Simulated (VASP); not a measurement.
A run of VASP 6.6.1 is set up as follows.

Contents of INCAR:

```
PREC = Accurate
ENCUT = 600
EDIFF = 1E-8
ISMEAR = -1
SIGMA = 0.05
LREAL = F
LASPH = T
NELM = 120
ALGO = Normal
ISIF = 3
LWAVE = F
LCHARG = F
GGA = PS
NBANDS = 16
IBRION = 6
NFREE = 2
POTIM = 0.015
NSW = 1
GGA_COMPAT = F
```

File KPOINTS:

```
Automatic mesh
0
Gamma
  18 18 18
```

File POSCAR:

```
CdO
1.0
    0.0000000000      2.3453789006      2.3453789006
    2.3453789006      0.0000000000      2.3453789006
    2.3453789006      2.3453789006      0.0000000000
Cd O
1 1
Direct
    0.0000000000      0.0000000000      0.0000000000
    0.5000000000      0.5000000000      0.5000000000
```

Potentials or basis: VASP PAW PBE potentials, release 64 (Cd, O).

Launch:

```console
$ cat potpaw_PBE.64/Cd/POTCAR potpaw_PBE.64/O/POTCAR > POTCAR
$ mpirun -np 1 vasp_std > vasp.out
```

Q: What does it give for the elastic constants C11, C12, C44?

A: 227, 112, 46 GPa.

Q: Estimate the Voigt bulk modulus.

A: 151 GPa.

Q: Estimate the highest phonon frequency at Γ, LO-TO splitting left out.

A: 268 cm⁻¹.

Phonon frequencies in cm⁻¹ (negative: imaginary):
```tsv
q point	frequencies
(0.000, 0.000, 0.000)	0 0 0 268 268 268
```

Caveat: the cell is under stress, which shifts elastic constants; the PAW data sets were made with another functional, which shifts forces and pressure a little.
